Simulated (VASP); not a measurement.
Here is a VASP 6.6.1 calculation.

INCAR

```
SYSTEM = P
PREC = Accurate
ENCUT = 500
EDIFF = 1E-7
ISMEAR = -1
SIGMA = 0.05
LREAL = .False.
LASPH = .True.
NELM = 120
ALGO = Normal
ISIF = 3
LWAVE = .False.
LCHARG = .False.
GGA = PS
IBRION = 2
NSW = 60
EDIFFG = -0.005
GGA_COMPAT = .False.
NELMIN = 4
```

File KPOINTS:

```
regular mesh
0
Gamma
  17 17 17
  0 0 0
```

Contents of POSCAR:

```
P
1.0
   -1.5536162530      1.5536162530      1.5536162530
    1.5536162530     -1.5536162530      1.5536162530
    1.5536162530      1.5536162530     -1.5536162530
P
1
Direct
    0.0000000000      0.0000000000      0.0000000000
```

Potentials or basis: VASP PAW PBE potentials, release 64 (P).

Command:

```console
$ cat potpaw_PBE.64/P/POTCAR > POTCAR
$ mpirun -np 1 vasp_std > vasp.out
```

Question: What does it give for the relaxed volume?

Answer: 13.69 Å³/atom.

Question: Predict the space group after relaxing (to 0.1 Å).

Answer: Im-3m (No. 229).

Question: Predict the band gap on the k mesh.

Answer: Zero (an odd number of electrons rules out a gap without spin polarisation).

Question: Predict the relaxed cell.

Answer: a = 2.610 Å, b = 2.610 Å, c = 2.610 Å, α = 109.47°, β = 109.47°, γ = 109.47°.

Final structure:
```yaml
crystal:
  lattice:
    - [-1.50693, 1.50693, 1.50693]
    - [1.50693, -1.50693, 1.50693]
    - [1.50693, 1.50693, -1.50693]
  atoms:
    - { symbol: P, position: [0.00000, 0.00000, 0.00000] }
```

Caveat: the PAW data sets were made with another functional, which shifts forces and pressure a little.
